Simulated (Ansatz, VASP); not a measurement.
**Two plane-wave programs on ZnO**

File INCAR:

```
SYSTEM = ZnO
ALGO = Normal
EDIFF = 1E-6
ENCUT = 910
GGA = PE
GGA_COMPAT = .False.
ISIF = 2
ISMEAR = -1
LASPH = .True.
LCHARG = .False.
LREAL = .False.
LWAVE = .False.
NBANDS = 26
NELM = 120
PREC = Accurate
SIGMA = 0.02
```

The input KPOINTS:

```
k-points
0
Gamma
  12 12 6
  0 0 0
```

Contents of POSCAR:

```
ZnO
1.0
    3.2353408614      0.0000000000      0.0000000000
   -1.6176704307      2.8018873759      0.0000000000
    0.0000000000      0.0000000000      5.2109518227
Zn O
2 2
Direct
    0.3333333333      0.6666666667     -0.0023477534
    0.6666666667      0.3333333333      0.4976522466
    0.3333333333      0.6666666667      0.3773477534
    0.6666666667      0.3333333333      0.8773477534
```

Input for Ansatz:

```yaml
crystal:
  lattice:
    - [3.2353408614, 0.0, 0.0]
    - [-1.6176704307, 2.8018873759, 0.0]
    - [0.0, 0.0, 5.2109518227]
  atoms:
    - { symbol: Zn, position: [0.3333333333, 0.6666666667, -0.0023477534] }
    - { symbol: Zn, position: [0.6666666667, 0.3333333333, 0.4976522466] }
    - { symbol: O, position: [0.3333333333, 0.6666666667, 0.3773477534] }
    - { symbol: O, position: [0.6666666667, 0.3333333333, 0.8773477534] }
kpoints:
  mp_grid: { grid: [12, 12, 6] }
  band_path:
    path:
      - [0.0, 0.0, 0.0]
      - [0.5, 0.0, 0.0]
      - [0.3333333333, 0.3333333333, 0.0]
      - [0.0, 0.0, 0.5]
      - [0.5, 0.0, 0.5]
      - [0.3333333333, 0.3333333333, 0.5]
    npoints: 1
hamiltonian:
  xc: pbe
scf:
  occupations: { method: fermi_dirac, width: 0.02 }
  n_extra_bands: 5
output:
  forces: true
  stress: true
  eigenvalues: true
```

Alike in both runs: task single point; functional PBE; k mesh 12 × 12 × 6; occupations fermi-dirac, width 0.02 eV; no spin polarisation.

```csv
,VASP,Ansatz
version,VASP 6.6.1,Ansatz 0.2.0
potentials or method,"VASP PAW PBE potentials, release 64 (Zn, O_h)","plane waves, PAW"
plane-wave cutoff (eV),910,420
valence electrons in the cell,36,36
```

VASP gave:

- gap on the k mesh at the Fermi level (eV): 0.79

Problem. Estimate Ansatz's values.

Solution. gap on the k mesh at the Fermi level (eV): 0.81.

The functional is the same, so the differences come from potentials, cutoffs and numerics.

Noted on VASP's run: the cutoff is short for stress, so the pressure is rough.
